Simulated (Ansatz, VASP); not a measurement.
# Two plane-wave programs on SnO2

INCAR

```
ALGO = Normal ; EDIFF = 1E-6
ENCUT = 520 ; GGA = PE
ISIF = 2 ; ISMEAR = -1
LASPH = True ; LCHARG = False
LREAL = False ; LWAVE = False
NBANDS = 35 ; NELM = 80
PREC = Accurate ; SIGMA = 0.05
```

The input KPOINTS:

```
k-points
0
Gamma
  8 8 11
```

POSCAR

```
SnO2
1.0
    4.5820095151      0.0000000000      0.0000000000
    0.0000000000      4.5820095151      0.0000000000
    0.0000000000      0.0000000000      3.1626012543
Sn O
2 4
Direct
    0.0000000000      0.0000000000      0.0000000000
    0.5000000000      0.5000000000      0.5000000000
    0.3052616229      0.3052616229      0.0000000000
    0.6947383771      0.6947383771      0.0000000000
    0.8052616229      0.1947383771      0.5000000000
    0.1947383771      0.8052616229      0.5000000000
```

Input for Ansatz:

```yaml
crystal:
  lattice:
    - [4.5820095151, 0.0, 0.0]
    - [0.0, 4.5820095151, 0.0]
    - [0.0, 0.0, 3.1626012543]
  atoms:
    - { symbol: Sn, position: [0.0, 0.0, 0.0] }
    - { symbol: Sn, position: [0.5, 0.5, 0.5] }
    - { symbol: O, position: [0.3052616229, 0.3052616229, 0.0] }
    - { symbol: O, position: [0.6947383771, 0.6947383771, 0.0] }
    - { symbol: O, position: [0.8052616229, 0.1947383771, 0.5] }
    - { symbol: O, position: [0.1947383771, 0.8052616229, 0.5] }
kpoints:
  mp_grid: { grid: [8, 8, 11] }
scf:
  occupations: { method: fermi_dirac, width: 0.05 }
hamiltonian:
  xc: pbe
  pseudopotentials: { kind: paw }
output:
  forces: true
  stress: true
  eigenvalues: true
  populations: true
```

Change from the starting cell: volume scaled by 0.88, PAW files.

Alike in both runs: task single point; functional PBE; k mesh 8 × 8 × 11; occupations fermi-dirac, width 0.05 eV; no spin polarisation.

```csv
,VASP,Ansatz
version,VASP 6.6.1,Ansatz 0.2.0
potentials or method,"VASP PAW PBE potentials, release 64 (Sn_d, O)","PAW with Ansatz's default frozen-core files, scalar-relativistic"
plane-wave cutoff (eV),520,420
valence electrons in the cell,52,52
```

VASP gave:

```
gap on the k mesh at the Fermi level (eV)                     : 2.08
pressure (GPa)                                                : 30.8
traceless stress, the component that is largest in VASP (GPa) : 0.25
rms of the force components (eV/Å)                            : 0.007
```

Q: Estimate Ansatz's values.

A: gap on the k mesh at the Fermi level (eV): 2.08; pressure (GPa): 30.0; traceless stress, the component that is largest in VASP (GPa): 0.01; rms of the force components (eV/Å): 0.000.

Atom by atom the forces differ by 0.007 eV/Å (rms over components). Both programs put the cell under a high pressure, so it lies far from rest at this level.
